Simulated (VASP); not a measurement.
Here is a VASP 6.6.1 calculation.

INCAR

```
SYSTEM = Hg3Se2S
PREC = Accurate ; ENCUT = 520
EDIFF = 1E-6 ; ISMEAR = 0
SIGMA = 0.03 ; LREAL = .FALSE.
LASPH = .TRUE. ; NELM = 60
ALGO = Normal ; ISIF = 2
LWAVE = .FALSE. ; LCHARG = .FALSE.
NBANDS = 36
```

KPOINTS

```
Automatic mesh
0
G
  9 9 4
  0 0 0
```

POSCAR

```
Hg3Se2S
1.0
    4.2247089404      0.0000000000      0.0000000000
   -2.1123544702      3.6587052659      0.0000000000
    0.0000000000      0.0000000000     10.3717421483
Hg S Se
3 1 2
Direct
    0.0000000000      0.0000000000      0.0096550778
    0.3333333333      0.6666666667      0.3238963321
    0.6666666667      0.3333333333      0.6673870031
    0.0000000000      0.0000000000      0.2520234099
    0.3333333333      0.6666666667      0.5776683825
    0.6666666667      0.3333333333      0.9193697946
```

Potentials or basis: VASP PAW LDA potentials, release 64 (Hg, S, Se).

The run is started by

```bash
$ cat potpaw_LDA.64/Hg/POTCAR potpaw_LDA.64/S/POTCAR potpaw_LDA.64/Se/POTCAR > POTCAR
$ mpirun -np 1 vasp_std > vasp.out
```

Problem. Estimate the pressure.

Solution. 0.5 GPa.

Problem. Predict the largest force.

Solution. 0.010 eV/Å.

Problem. What does it give for the band gap on the k mesh?

Solution. Zero (filled and empty bands touch).

Forces on the atoms (eV/Å):
```
Hg   0.000  0.000  0.000
Hg   0.000  0.000 -0.001
Hg   0.000  0.000  0.005
S    0.000  0.000  0.010
Se   0.000  0.000 -0.009
Se   0.000  0.000 -0.004
```

Caveat: semilocal functionals underestimate gaps, so a narrow gap can read as zero; spin-orbit coupling is left out, which moves the levels of the heavy elements.
